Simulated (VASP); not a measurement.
Here is a VASP 6.6.1 calculation.

File INCAR:

```
  PREC = Accurate
  ENCUT = 450
  EDIFF = 1E-7
  ISMEAR = 0
  SIGMA = 0.01
  LREAL = Auto
  LASPH = T
  NELM = 120
  ALGO = Normal
  ISIF = 2
  LWAVE = F
  LCHARG = F
  GGA = PE
  IBRION = 2
  NSW = 65
  EDIFFG = -0.025
  NELECT = 262.0
  GGA_COMPAT = F
  NELMIN = 4
  KPAR = 2
  NCORE = 2
```

File KPOINTS:

```
Automatic mesh
0
Gamma
  2 2 2
  0.5 0.5 0.5
```

POSCAR

```
Ca17S15
1.0
    5.7117999112      5.7117999112      5.7117999112
   -5.7117999112     -5.7117999112      5.7117999112
    5.7117999112     -5.7117999112     -5.7117999112
Ca S
17 15
Direct
    0.2285401877      0.2500000000      0.4785401877
    0.5000000000     -0.0214598123      0.4785401877
    0.2500000000      0.5000000000      0.2500000000
    0.5000000000      0.2500000000      0.2500000000
    0.7500000000      0.0000000000      0.2500000000
    0.7500000000      0.7500000000      0.5000000000
    0.0000000000      0.5000000000      0.5000000000
    0.2285401877      0.9785401877      0.7500000000
    0.2500000000      0.7500000000      0.0000000000
    0.5000000000      0.5214598123      0.0214598123
    0.7714598123      0.2500000000      0.0214598123
    0.0000000000      0.0000000000      0.0000000000
    0.0000000000      0.7500000000      0.2500000000
    0.5000000000      0.7500000000      0.7500000000
    0.7714598123      0.5214598123      0.7500000000
    0.0000000000      0.2500000000      0.7500000000
    0.5000000000      0.2500000000      0.7500000000
    0.7496694205      0.0003305795      0.7500000000
    0.5000000000      0.4996694205      0.5003305795
    0.7496694205      0.2500000000      0.5003305795
    0.0006611590      0.0003305795      0.5003305795
    0.0000000000      0.7500000000      0.7500000000
    0.2503305795      0.4996694205      0.7500000000
    0.5000000000      0.0003305795     -0.0003305795
    0.5000000000      0.7500000000      0.2500000000
    0.7496694205      0.4996694205      0.2493388410
    0.0000000000      0.2500000000      0.2500000000
    0.2503305795      0.0003305795      0.2506611590
    0.2503305795      0.7506611590      0.5003305795
    0.7496694205      0.7493388410     -0.0003305795
   -0.0006611590      0.4996694205     -0.0003305795
    0.2503305795      0.2500000000     -0.0003305795
```

Potentials or basis: VASP PAW PBE potentials, release 64 (Ca_sv, S).

Command:

```console
$ cat potpaw_PBE.64/Ca_sv/POTCAR potpaw_PBE.64/S/POTCAR > POTCAR
$ mpirun -np 4 vasp_std > vasp.out
```

Q: Predict the energy gained by relaxing.

A: 0.1 meV/atom.

Forces in eV/Å, atoms in the order of the input:
```
Ca  -0.005  0.000  0.000
Ca   0.000  0.005  0.000
Ca   0.000  0.000  0.000
Ca   0.000  0.000  0.000
Ca   0.000  0.000  0.000
Ca   0.000  0.000  0.000
Ca   0.000  0.000  0.000
Ca   0.000  0.000 -0.005
Ca   0.000  0.000  0.000
Ca   0.000 -0.005  0.000
Ca   0.005  0.000  0.000
Ca   0.000  0.000  0.000
Ca   0.000  0.000  0.000
Ca   0.000  0.000  0.000
Ca   0.000  0.000  0.005
Ca   0.000  0.000  0.000
Ca   0.000  0.000  0.000
S    0.006  0.006  0.000
S   -0.006  0.000  0.006
S    0.000  0.006  0.006
S   -0.006  0.000 -0.006
S    0.000  0.000  0.000
S   -0.006 -0.006  0.000
S    0.006  0.000 -0.006
S    0.000  0.000  0.000
S    0.006 -0.006  0.000
S    0.000  0.000  0.000
S   -0.006  0.006  0.000
S    0.000  0.006 -0.006
S    0.000 -0.006  0.006
S    0.006  0.000  0.006
S    0.000 -0.006 -0.006
```

Caveat: the k points lie up to 0.39 Å⁻¹ apart; the cell carries a net charge on a neutralising background, which shifts energy and pressure.
